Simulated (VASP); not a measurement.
Set up this calculation in VASP 6.6.1, as the native input.

- Task: single point
- Functional: PBEsol
- Potentials or basis: VASP PAW PBE potentials, release 64 (Cr_pv)
- Cutoff: 520 eV
- k mesh: 20 × 20 × 20
- Occupations: gaussian, width 0.1 eV
- Spin: no spin polarisation
- Dipole correction: no
- Further INCAR settings: ALGO = Fast; EDIFF = 1e-06; NBANDS = 12

The structure of Cr lies in POSCAR:

```
Cr
1.0
   -1.4070850370      1.4070850370      1.4070850370
    1.4070850370     -1.4070850370      1.4070850370
    1.4070850370      1.4070850370     -1.4070850370
Cr
1
Direct
    0.0000000000      0.0000000000      0.0000000000
```

One way to write it, as run:

INCAR

```
SYSTEM = Cr
ALGO     = Fast           ! electronic algorithm
EDIFF    = 1E-6           ! SCF threshold, eV
ENCUT    = 520            ! plane-wave cutoff, eV
GGA      = PS             ! functional
ISIF     = 2              ! what is computed and relaxed
ISMEAR   = 0              ! smearing method
LASPH    = .True.         ! aspherical terms in the spheres
LCHARG   = .False.        ! write CHGCAR
LREAL    = .False.        ! projectors in reciprocal space
LWAVE    = .False.        ! write WAVECAR
NBANDS   = 12             ! bands
NELM     = 80             ! most SCF steps
PREC     = Accurate       ! precision mode
SIGMA    = 0.1            ! smearing width, eV
```

KPOINTS

```
k-points
0
Gamma
  20 20 20
  0 0 0
```

Potentials or basis: VASP PAW PBE potentials, release 64 (Cr_pv).

The run is started by

```console
$ cat potpaw_PBE.64/Cr_pv/POTCAR > POTCAR
$ mpirun -np 1 vasp_std > vasp.out
```

Results of the run:

```json
{
 "Pressure": "-0.5 GPa",
 "Band gap on the k mesh": "zero (band 6 reaches 13.94 eV, above the bottom of band 7 at 10.39 eV)"
}
```

Caveat: the PAW data sets were made with another functional, which shifts forces and pressure a little; the run has no spin polarisation, though such a crystal can be magnetic.

Run time: 19 s on 1 thread of Intel Xeon 6975P-C (shared host), peak memory 0.14 GiB.
